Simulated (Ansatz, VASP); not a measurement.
Given: the input of a run of VASP 6.6.1 on MgS.

File POSCAR:

```
MgS
1.0
    0.0000000000      2.7752850422      2.7752850422
    2.7752850422      0.0000000000      2.7752850422
    2.7752850422      2.7752850422      0.0000000000
S Mg
1 1
Direct
    0.2500000000      0.2500000000      0.2500000000
    0.0000000000      0.0000000000      0.0000000000
```

INCAR.step1

```
SYSTEM = MgS
  ALGO = Normal
  EDIFF = 1E-4
  ENCUT = 520
  GGA = PE
  ISMEAR = -1
  LASPH = .TRUE.
  LCHARG = .FALSE.
  LREAL = .FALSE.
  LWAVE = .TRUE.
  NBANDS = 11
  NELM = 80
  PREC = Accurate
  SIGMA = 0.05
```

The input INCAR.step2:

```
SYSTEM = MgS
  ALGO = Normal
  EDIFF = 1E-6
  ENCUT = 520
  ISIF = 2
  ISMEAR = -1
  ISTART = 1
  LASPH = .TRUE.
  LCHARG = .TRUE.
  LELF = .TRUE.
  LMIXTAU = .TRUE.
  LREAL = .FALSE.
  LVHAR = .TRUE.
  LWAVE = .FALSE.
  METAGGA = R2SCAN
  NBANDS = 11
  NELM = 80
  PREC = Accurate
  SIGMA = 0.05
```

The input KPOINTS:

```
k-points
0
G
  8 8 8
  0 0 0
```

Potentials or basis: VASP PAW PBE potentials, release 64 (S, Mg).

Launch:

```bash
$ cat potpaw_PBE.64/S/POTCAR potpaw_PBE.64/Mg/POTCAR > POTCAR
$ cp INCAR.step1 INCAR
$ mpirun -np 1 vasp_std > vasp.out
$ cp INCAR.step2 INCAR
$ mpirun -np 1 vasp_std > vasp.out
```

**Question.** Set up the same calculation for Ansatz 0.2.0. Potentials there: Ansatz PAW.

**Answer.** As run (the cutoff follows the program's own potentials):

Contents of input.yaml:

```yaml
crystal:
  lattice:
    - [0.0, 2.7752850422, 2.7752850422]
    - [2.7752850422, 0.0, 2.7752850422]
    - [2.7752850422, 2.7752850422, 0.0]
  atoms:
    - { symbol: S, position: [0.25, 0.25, 0.25] }
    - { symbol: Mg, position: [0.0, 0.0, 0.0] }
hamiltonian:
  xc: r2scan
  pseudopotentials: { kind: paw }
kpoints:
  mp_grid: { grid: [8, 8, 8] }
scf:
  occupations: { method: fermi_dirac, width: 0.05 }
output:
  forces: true
  stress: true
  eigenvalues: true
```

Potentials or basis: Ansatz PAW.

Run with:

```bash
$ ansatz run input.yaml --threads 2 --pin off --max-ram 5632MiB --backend cpu --events-out ev --progress --plain --runs-dir out
```

Both were run:

|  | VASP | Ansatz | Ansatz less VASP |
| --- | --- | --- | --- |
| gap on the k mesh at the Fermi level (eV) | 4.27 | 4.27 | -0.001 |
| least direct gap on the mesh (eV) | 4.45 | 4.47 | +0.012 |
| pressure (GPa) | 3.7 | 4.0 | +0.28 |

VASP's potentials were made for PBE, not for r2SCAN. With one functional, cell and mesh, what is left measures potentials, basis and numerics. VASP's potentials hold 8 valence electrons a cell and Ansatz's 16, so a difference there can come from the potentials and not from the codes.
